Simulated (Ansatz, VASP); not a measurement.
One calculation of BN, two programs

Contents of INCAR:

```
SYSTEM = BN
ALGO = Normal
EDIFF = 1E-6
ENCUT = 600
GGA = PE
GGA_COMPAT = .False.
ISIF = 2
ISMEAR = 0
LASPH = .True.
LCHARG = .False.
LREAL = .False.
LWAVE = .False.
NBANDS = 11
NELM = 120
PREC = Accurate
SIGMA = 0.01
```

KPOINTS

```
k-points
0
Gamma
  12 12 12
  0 0 0
```

POSCAR

```
BN
1.0
    0.0000000000      1.8107190047      1.8107190047
    1.8107190047      0.0000000000      1.8107190047
    1.8107190047      1.8107190047      0.0000000000
B N
1 1
Direct
    0.0000000000      0.0000000000      0.0000000000
    0.7500000000      0.7500000000      0.7500000000
```

Input for Ansatz:

```yaml
crystal:
  lattice:
    - [0.0, 1.8107190047, 1.8107190047]
    - [1.8107190047, 0.0, 1.8107190047]
    - [1.8107190047, 1.8107190047, 0.0]
  atoms:
    - { symbol: B, position: [0.0, 0.0, 0.0] }
    - { symbol: "N", position: [0.75, 0.75, 0.75] }
basis:
  ecutwfc: 420
kpoints:
  mp_grid: { grid: [12, 12, 12] }
hamiltonian:
  xc: pbe
scf:
  occupations: { method: fixed }
  mixing: { preconditioner: kerker }
output:
  forces: true
  eigenvalues: true
  stress: true
```

Alike in both runs: task single point; functional PBE; k mesh 12 × 12 × 12; no spin polarisation.

|  | VASP | Ansatz |
| --- | --- | --- |
| version | VASP 6.6.1 | Ansatz 0.2.0 |
| potentials or method | VASP PAW PBE potentials, release 64 (B, N), cutoff 600 eV | scalar-relativistic, plane waves, PAW |
| occupations | gaussian, width 0.01 eV | fixed |
| valence electrons in the cell | 8 | 8 |

Ansatz gave:

```
gap on the k mesh at the Fermi level (eV) : 4.47
pressure (GPa)                            : 1.0
```

Question: Which values does VASP return?

Answer: gap on the k mesh at the Fermi level (eV): 4.45; pressure (GPa): 1.0.
